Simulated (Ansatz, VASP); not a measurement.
# One calculation of MgO, two programs

File INCAR:

```
SYSTEM = MgO
ALGO = Normal ; EDIFF = 1E-6
ENCUT = 520 ; ISIF = 2
ISMEAR = 0 ; LASPH = .True.
LCHARG = .False. ; LREAL = .False.
LWAVE = .False. ; NBANDS = 11
NELM = 100 ; PREC = Accurate
SIGMA = 0.01
```

File KPOINTS:

```
k-points
0
Gamma
  6 6 6
  0 0 0
```

File POSCAR:

```
MgO
1.0
   -0.0103800000      2.1340300000      2.0785000000
    2.0860000000     -0.0171000000      2.0852200000
    2.0729500000      2.1276900000     -0.0040400000
Mg O
1 1
Direct
    0.9960300000      0.0476900000      0.9449100000
    0.5091461697      0.5558362826      0.4755097282
```

Input for Ansatz:

```yaml
crystal:
  lattice:
    - [-0.01038, 2.13403, 2.0785]
    - [2.086, -0.0171, 2.08522]
    - [2.07295, 2.12769, -0.00404]
  atoms:
    - { symbol: Mg, position: [0.99603, 0.04769, 0.94491] }
    - { symbol: O, position: [0.509146169706489, 0.5558362825825572, 0.4755097281527963] }
basis:
  ecutwfc: 540.0
  xc_grid: 2
kpoints:
  mp_grid:
    grid: [6, 6, 6]
hamiltonian:
  xc: lda
scf:
  convergence:
    dr2_threshold: 1.0e-09
  occupations:
    method: fixed
output:
  forces: true
  stress: true
```

Alike in both runs: task single point; functional LDA; k mesh 6 × 6 × 6; no spin polarisation.

|  | VASP | Ansatz |
| --- | --- | --- |
| version | VASP 6.6.1 | Ansatz 0.2.0 |
| potentials or method | VASP PAW LDA potentials, release 64 (Mg, O), cutoff 520 eV | plane waves, PAW |
| occupations | gaussian, width 0.01 eV | fixed |
| valence electrons in the cell | 8 | 16 |

Ansatz gave:

| Quantity | Value |
| --- | --- |
| pressure (GPa) | -3.5 |
| traceless stress, the component that is largest in VASP (GPa) | -2.41 |
| rms of the force components (eV/Å) | 0.365 |

Question: What did VASP give for the same quantities?

Answer: Pressure (GPa): -5.2; traceless stress, the component that is largest in VASP (GPa): -2.41; rms of the force components (eV/Å): 0.376.

LDA's correlation is that of Perdew and Zunger in VASP and of Perdew and Wang (1992) in Ansatz. Atom by atom the forces differ by 0.011 eV/Å (rms over components). VASP's potentials hold 8 valence electrons a cell and Ansatz's 16, so a difference there can come from the potentials and not from the codes. Ansatz's warnings: stress scf threshold loose.

The k mesh is coarse, so the values compare programs but aren't converged.
